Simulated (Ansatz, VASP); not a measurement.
# PbSe: VASP beside Ansatz

```xyz
4
Lattice="4.2698 0.0000 0.0000 -2.1349 3.6978 0.0000 0.0000 0.0000 7.6467" Properties=species:S:1:pos:R:3 pbc="T T T"
Pb    0.0000    2.4652    1.9117
Pb    2.1349    1.2326    5.7350
Se    0.0000    0.0000    0.0000
Se    0.0000    0.0000    3.8233
```

Alike in both runs: functional PBE; k mesh 12 × 12 × 6; occupations gaussian, width 0.01 eV; no spin polarisation.

Ansatz relaxed the structure, and its values are those at the end. VASP's run is a single point on that final structure, the one shown.

|  | VASP | Ansatz |
| --- | --- | --- |
| version | VASP 6.6.1 | Ansatz 0.2.0 |
| potentials or method | VASP PAW PBE potentials, release 64 (Pb_d, Se), cutoff 520 eV | scalar-relativistic, plane waves, PAW |
| valence electrons in the cell | 40 | 60 |

VASP gave:

| Quantity | Value |
| --- | --- |
| gap on the k mesh at the Fermi level (eV) | 0.21 |
| least direct gap on the mesh (eV) | 0.26 |
| pressure (GPa) | 0.0 |

Problem. Which values does Ansatz return?

Solution. gap on the k mesh at the Fermi level (eV): 0.20; least direct gap on the mesh (eV): 0.26; pressure (GPa): 0.0.

VASP's potentials hold 40 valence electrons a cell and Ansatz's 60, so a difference there can come from the potentials and not from the codes.

Neither program's run includes spin-orbit coupling.
